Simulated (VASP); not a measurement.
Sc: single point with LDA

Crystal: Sc.

```
Sc
1.0
     3.22713    0.00000    0.00000
    -1.61357    2.79478    0.00000
     0.00000    0.00000    4.98871
Sc
2
Cartesian
  0.0000 1.8632 3.7415
  1.6136 0.9316 1.2472
```

```yaml
Program: VASP 6.6.1
Task: single point
Functional: LDA
Potentials_or_basis: VASP PAW LDA potentials, release 64 (Sc_sv)
Cutoff: 520 eV
k_mesh: 14 × 14 × 8
Occupations: gaussian, width 0.05 eV
Spin: no spin polarisation
```

```yaml
Pressure: 0.1 GPa
Band_gap_on_the_k_mesh: zero (bands 11 and 12 overlap by 1.64 eV)
```

Stress tensor (GPa, compression positive):
```
0.15 0.00 0.00
0.00 0.15 0.00
0.00 0.00 0.02
```

Levels at points of the mesh, in eV from the Fermi level:
```tsv
k point	band 9	band 10	band 11	band 12	band 13	band 14
(0.00, 0.00, 0.00)	-5.23	-1.76	1.00	1.64	1.64	1.99
(0.50, 0.00, 0.00)	-1.65	-1.18	-0.80	-0.25	1.33	1.44
(0.00, 0.00, 0.50)	-3.56	-3.56	1.04	1.04	1.53	1.53
(0.50, 0.00, 0.50)	-1.61	-1.61	0.09	0.09	1.51	1.51
```

It took 86 s on 1 thread of Intel Xeon 8259CL, on a shared host, peak memory 0.2 GiB.
